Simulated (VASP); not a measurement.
# TaN (P1) in VASP: a series of runs, part 2 of 2

VASP 6.6.1. Earlier steps stand in the parts before.

## 3. Single point, LDA (equal xy, yz and zx shear strains of +1 %)

File INCAR:

```
SYSTEM = TaN
PREC     = Accurate       ! precision mode
ENCUT    = 520            ! plane-wave cutoff, eV
EDIFF    = 1E-7           ! SCF threshold, eV
ISMEAR   = -1             ! smearing method
SIGMA    = 0.02           ! smearing width, eV
LREAL    = .FALSE.        ! projectors in reciprocal space
LASPH    = .TRUE.         ! aspherical terms in the spheres
NELM     = 100            ! most SCF steps
ALGO     = Normal         ! electronic algorithm
ISIF     = 2              ! what is computed and relaxed
LWAVE    = .FALSE.        ! write WAVECAR
LCHARG   = .FALSE.        ! write CHGCAR
GGA      = CA             ! functional
NBANDS   = 15             ! bands
```

File KPOINTS:

```
regular mesh
0
G
  12 12 10
  0 0 0
```

File POSCAR:

```
TaN
1.0
    2.9379988584      0.0146899943      0.0146899943
   -1.4562775210      2.5370366506      0.0053769111
    0.0144150000      0.0144150000      2.8830000000
Ta N
1 1
Direct
    0.3333333333      0.6666666667      0.5000000000
    0.0000000000      0.0000000000      0.0000000000
```

Potentials or basis: VASP PAW LDA potentials, release 64 (Ta_pv, N).

On the command line:

```bash
$ cat potpaw_LDA.64/Ta_pv/POTCAR potpaw_LDA.64/N/POTCAR > POTCAR
$ mpirun -np 1 vasp_std > vasp.out
```

OUTCAR:

```text
SYSTEM = TaN
   PREC = Accurate
   ENCUT = 520
   EDIFF = 1E-7
   ISMEAR = -1
   LREAL = .FALSE.
   LASPH = .TRUE.
   NELM = 100
   ISIF = 2
   GGA = CA

 ion  position               nearest neighbor table
   1  0.333  0.667  0.500-   2 2.22   2 2.22   2 2.22   2 2.22   2 2.24   2 2.25
   2  0.000  0.000  0.000-   1 2.22   1 2.22   1 2.22   1 2.22   1 2.24   1 2.25

  LATTYP: Found a triclinic cell.
 ALAT       =     2.9380723075
 B/A-ratio  =     1.7245160447
 C/A-ratio  =     1.3945312755
 COS(alpha) =     0.0010167455
 COS(beta)  =     0.3577149094
 COS(gamma) =     0.8647750968

  Lattice vectors:

 A1 = (   2.9379988584,   0.0146899943,   0.0146899943)
 A2 = (   4.3942763794,  -2.5223466563,   0.0093130832)
 A3 = (   1.4673063374,   2.5373116449,  -2.8629330946)

Analysis of symmetry for initial positions (statically):
=====================================================================
 Subroutine PRICEL returns:
 Original cell was already a primitive cell.

 Routine SETGRP: Setting up the symmetry group for a
 triclinic supercell.

 Subroutine GETGRP returns: Found  1 space group operations
 (whereof  1 operations were pure point group operations)
 out of a pool of  2 trial point group operations.

The static configuration has the point symmetry C_1 .

Analysis of symmetry for dynamics (positions and initial velocities):
=====================================================================
 Subroutine PRICEL returns:
 Original cell was already a primitive cell.

 Routine SETGRP: Setting up the symmetry group for a
 triclinic supercell.

 Subroutine GETGRP returns: Found  1 space group operations
 (whereof  1 operations were pure point group operations)
 out of a pool of  2 trial point group operations.

The dynamic configuration has the point symmetry C_1 .

 Subroutine INISYM returns: Found  1 space group operations
[... 118 lines left out ...]
  volume/ion in A,a.u.               =      10.77        72.71
  Fermi-wavevector in a.u.,A,eV,Ry     =   1.482403  2.801335 29.899036  2.197517
  Thomas-Fermi vector in A             =   2.596193
   LORBIT       =      0    0 simple, 1 ext, 2 COOP (PROOUT), +10 PAW based schemes
   GGA     = CA    functional components
   LHFCALC =     F    Hartree Fock is set to
   AEXX    =    0.0000 exact exchange contribution
   IVDW    =     0    specifies the selected vdW correction
   LEPSILON=     F    determine dielectric tensor
   LRPA    =     F    only Hartree local field effects (RPA)
 non-spin polarized calculation
  energy-cutoff  :      520.00
  volume of cell :       21.55
 maximum number of plane-waves:       603
 NGX is ok and might be reduce to    24
   NGX = 11   NGY = 11   NGZ = 11

 number of electron      16.0000001 magnetization

 Free energy of the ion-electron system (eV)
  ---------------------------------------------------
  ext. energy  EPLUGINS =         0.00000000
  ---------------------------------------------------
  free energy    TOTEN  =       -24.69630861 eV

  energy without entropy =      -24.69617231  energy(sigma->0) =      -24.69624046

 E-fermi :   8.1693     XC(G=0): -13.5828

 val. band max:        8.1551427656   @ k =  -0.0833   0.0833   0.5000
 cond. band min:       8.1695994704   @ k =   0.0000  -0.0000   0.4000
 fundamental gap:      0.0144567047
 Fermi energy:         8.1693319349

 k-point     1 :       0.0000    0.0000    0.0000
  band No.  band energies     occupation
      1     -26.5239      2.00000
      2     -26.2673      2.00000
      3     -26.2450      2.00000
      4      -9.4289      2.00000
      5       3.4992      2.00000
      6       3.6231      2.00000
      7       3.9158      2.00000
      8       5.2347      2.00000
      9      10.4627      0.00000
     10      11.5976      0.00000
     11      11.7161      0.00000
     12      12.0624      0.00000
     13      12.0958      0.00000
     14      20.4932      0.00000
[... 401 lines left out ...]
      2     -26.6296      2.00000
      3     -26.3793      2.00000
      4      -7.0693      2.00000
      5       0.2677      2.00000
      6       3.0387      2.00000
      7       3.5118      2.00000
      8       6.4323      2.00000
      9       9.9540      0.00000
     10      10.2215      0.00000
     11      12.5195      0.00000
     12      14.6655      0.00000
     13      17.2398      0.00000
     14      20.4831      0.00000
     15      20.9866      0.00000

 [... further k-points ...]
[... 5 lines left out ...]
  --------------------------------------------------------------------------------------
  -------------------------------------------------------------------------------------
  Total       -1.2573366     -1.2312921     -1.4261517     -0.2895872     -0.3188182     -0.3190548
  in kB      -93.4794358    -91.5430990   -106.0303667    -21.5299943    -23.7032370    -23.7208237
  external PRESSURE =     -97.0176338 kB  Pullay stress =       0.0000000 kB

 VOLUME and BASIS-vectors are now :
 -----------------------------------------------------------------------------
  energy-cutoff  :      520.00
  volume of cell :       21.55
      direct lattice vectors                 reciprocal lattice vectors
     2.937998858  0.014689994  0.014689994     0.339406947  0.194827721 -0.002671173
    -1.456277521  2.537036651  0.005376911    -0.001955435  0.393042355 -0.001955435
     0.014415000  0.014415000  2.883000000    -0.001725762 -0.001725762  0.346878166

 POSITION                                       TOTAL-FORCE (eV/Angst)
 -----------------------------------------------------------------------------------
      0.01569      1.70346      1.44998         0.007801     -0.000294     -0.005095
      0.00000      0.00000      0.00000        -0.007801      0.000294      0.005095
 -----------------------------------------------------------------------------------
    total drift:                                0.000084     -0.000011      0.000019

  FREE ENERGIE OF THE ION-ELECTRON SYSTEM (eV)
  ---------------------------------------------------
  free  energy   TOTEN  =       -24.6963086133 eV

  energy  without entropy=      -24.6961723130  energy(sigma->0) =      -24.69624046
```

OSZICAR:

```text
N       E                     dE             d eps       ncg     rms          rms(c)
DAV:   1     0.879537769986E+02    0.87954E+02   -0.87680E+03 21728   0.113E+03
DAV:   2    -0.245824948171E+02   -0.11254E+03   -0.10600E+03 26179   0.298E+02
DAV:   3    -0.272465466502E+02   -0.26641E+01   -0.26517E+01 25717   0.421E+01
DAV:   4    -0.272562697104E+02   -0.97231E-02   -0.97195E-02 27439   0.283E+00
DAV:   5    -0.272563302552E+02   -0.60545E-04   -0.60539E-04 25906   0.206E-01    0.234E+01
DAV:   6    -0.248376672552E+02    0.24187E+01   -0.42936E+00 26746   0.234E+01    0.991E+00
DAV:   7    -0.247381807724E+02    0.99486E-01   -0.56444E-01 22882   0.558E+00    0.679E+00
DAV:   8    -0.247029144085E+02    0.35266E-01   -0.15679E-01 25402   0.331E+00    0.133E+00
DAV:   9    -0.246965286220E+02    0.63858E-02   -0.13766E-02 23043   0.936E-01    0.183E-01
DAV:  10    -0.246963899752E+02    0.13865E-03   -0.72420E-04 25948   0.315E-01    0.124E-01
DAV:  11    -0.246963077322E+02    0.82243E-04   -0.12047E-04 23771   0.995E-02    0.139E-02
DAV:  12    -0.246963086494E+02   -0.91717E-06   -0.89978E-06 23673   0.244E-02    0.350E-03
DAV:  13    -0.246963086133E+02    0.36079E-07   -0.68249E-08 18915   0.244E-03
   1 F= -.24696309E+02 E0= -.24696240E+02  d E =-.136300E-03
```

stdout:

```text
POSCAR found type information on POSCAR TaN
 POSCAR found :  2 types and       2 ions
 scaLAPACK will be used
 LDA part: xc-table for (Slater(with rela. corr.)+CA(PZ))
 , standard interpolation
 POSCAR, INCAR and KPOINTS ok, starting setup
 FFT: planning ... GRIDC
 FFT: planning ... GRID_SOFT
 FFT: planning ... GRID
 WAVECAR not read
 entering main loop
```

Run time: 67 s. Hardware: 1 thread of Intel Xeon 6975P-C (Granite Rapids), shared host; peak memory 0.33 GiB.

Results:

```
Free energy            : -24.6963 eV
Pressure               : -9.7 GPa
Largest force          : 0.009 eV/Å
Band gap on the k mesh : zero (band 8 reaches 8.41 eV, above the bottom of band 9 at 8.10 eV)
```

Forces in eV/Å, atoms in the order of the input:
```
Ta   0.008  0.000 -0.005
N   -0.008  0.000  0.005
```

Stress tensor (GPa, compression positive):
```
 -9.35  -2.15  -2.37
 -2.15  -9.15  -2.37
 -2.37  -2.37 -10.60
```

Levels at points of the mesh, in eV from the Fermi level:
```csv
k point,band 6,band 7,band 8,band 9,band 10,band 11
"(0.00, 0.00, 0.00)",-4.55,-4.25,-2.93,2.29,3.43,3.55
"(0.50, 0.00, 0.00)",-5.25,-3.55,-3.15,2.93,3.99,5.13
"(0.00, 0.50, 0.00)",-5.25,-3.53,-3.19,2.87,3.98,5.10
"(0.50, 0.50, 0.00)",-5.25,-3.52,-3.23,2.80,3.98,5.09
"(0.00, 0.00, 0.50)",-3.82,-3.77,-0.28,-0.07,2.36,3.17
"(0.50, 0.00, 0.50)",-6.19,-5.68,-0.40,4.15,5.23,5.97
"(0.00, 0.50, 0.50)",-6.19,-5.74,-0.34,4.13,5.25,6.00
"(0.50, 0.50, 0.50)",-6.20,-5.80,-0.29,4.11,5.29,6.01
```

Caveat: the cell differs from its parent crystal (equal xy, yz and zx shear strains of +1 %); spin-orbit coupling is left out, which moves the levels of the heavy elements.
